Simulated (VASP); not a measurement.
# Al12H: single point with PBE

Al12H, a slab with vacuum:

```
Al H
1.0
     5.71352    0.00000    0.00000
    -2.85676    4.94805    0.00000
     0.00000    0.00000   21.60138
Al H
12 1
Cartesian
  1.4284 0.8247 4.0000
  0.0000 3.2987 4.0000
  4.2851 0.8247 4.0000
  2.8568 3.2987 4.0000
  0.0000 1.6494 6.3007
  -1.4284 4.1234 6.3007
  2.8568 1.6494 6.3007
  1.4284 4.1234 6.3007
  0.0000 0.0000 8.6014
  -1.4284 2.4740 8.6014
  2.8568 0.0000 8.6014
  1.4284 2.4740 8.6014
  1.4284 -0.8247 9.2914
```

* Program: VASP 6.6.1
* Task: single point
* Functional: PBE
* Potentials or basis: VASP PAW PBE potentials, release 64 (Al, H)
* Cutoff: 520 eV
* k mesh: 6 × 6 × 1
* Occupations: gaussian, width 0.1 eV
* Spin: collinear spin
* Starting moments: [0.0, 0.0, 0.0, 0.0, 0.0, 0.0, 0.0, 0.0, 0.0, 0.0, 0.0, 0.0, 1.0] μB
* Dipole correction: yes
* Further INCAR settings: ALGO = Normal; EDIFF = 1e-06; NBANDS = 34

* Largest force: 0.809 eV/Å
* Net moment: 0.00 μB per cell
* Valence electrons inside the program's atomic spheres: Al 0.76, 0.78, 0.79, 0.77 (each value once); H 0.58

Forces on the atoms (eV/Å):
```
Al   0.000  0.078 -0.043
Al   0.067 -0.039 -0.043
Al   0.000  0.000 -0.107
Al  -0.067 -0.039 -0.043
Al  -0.023 -0.013 -0.001
Al   0.000  0.000 -0.082
Al   0.023 -0.013 -0.001
Al   0.000  0.026 -0.001
Al  -0.520  0.300 -0.170
Al   0.000 -0.601 -0.170
Al   0.520  0.300 -0.170
Al   0.000  0.000  0.019
H    0.000  0.000  0.809
```

Levels at points of the mesh, in eV from the Fermi level:
Spin up:
```csv
k point,band 16,band 17,band 18,band 19,band 20,band 21
"(0.00, 0.00, 0.00)",-2.75,-1.42,-0.55,-0.55,-0.39,-0.17
"(0.50, 0.00, 0.00)",-0.53,-0.32,-0.31,0.33,0.80,0.95
```
Spin down:
| k point | band 16 | band 17 | band 18 | band 19 | band 20 | band 21 |
| --- | --- | --- | --- | --- | --- | --- |
| (0.00, 0.00, 0.00) | -2.75 | -1.42 | -0.55 | -0.55 | -0.39 | -0.17 |
| (0.50, 0.00, 0.00) | -0.53 | -0.32 | -0.31 | 0.33 | 0.80 | 0.95 |

Wall time 9.6 min on 1 thread of Intel(R) Xeon(R) Platinum 8375C CPU @ 2.90GHz (Ice Lake) (shared host), peak memory 0.91 GiB.
